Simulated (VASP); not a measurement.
Set up this calculation in VASP 6.6.1, as the native input.

- Task: single point
- Functional: PBE
- Potentials or basis: VASP PAW PBE potentials, release 64 (Al, N)
- Cutoff: 520 eV
- k mesh: 6 × 6 × 6
- Occupations: gaussian, width 0.05 eV
- Spin: no spin polarisation
- Dipole correction: no
- Further INCAR settings: ALGO = Normal; EDIFF = 1e-06; NBANDS = 16

The structure of AlN lies in POSCAR:

```
AlN
1.0
    0.0000000000     -2.2015682416     -2.2015682416
   -2.2015682416      0.0000000000     -2.2015682416
    2.2015682416      2.2015682416     -4.4031364832
Al N
2 2
Direct
    0.0000000000      0.0000000000      0.0000000000
    0.5000000000      0.5000000000      0.5000000000
    0.3750000000      0.3750000000      0.8750000000
    0.8750000000      0.8750000000      0.3750000000
```

These files were run (other wordings do the same):

INCAR

```
ALGO = Normal ; EDIFF = 1E-6
ENCUT = 520 ; GGA = PE
ISIF = 2 ; ISMEAR = 0
LASPH = T ; LCHARG = F
LREAL = F ; LWAVE = F
NBANDS = 16 ; NELM = 100
PREC = Accurate ; SIGMA = 0.05
```

KPOINTS

```
k-points
0
Gamma
  6 6 6
```

Potentials or basis: VASP PAW PBE potentials, release 64 (Al, N).

Launch:

```console
$ cat potpaw_PBE.64/Al/POTCAR potpaw_PBE.64/N/POTCAR > POTCAR
$ mpirun -np 1 vasp_std > vasp.out
```

Results of the run:

The pressure is -0.3 GPa and the band gap on the k mesh is 3.30 eV.

Wall time 14 s on 1 thread of Intel(R) Xeon(R) Platinum 8488C (Sapphire Rapids) (shared host), peak memory 0.15 GiB.
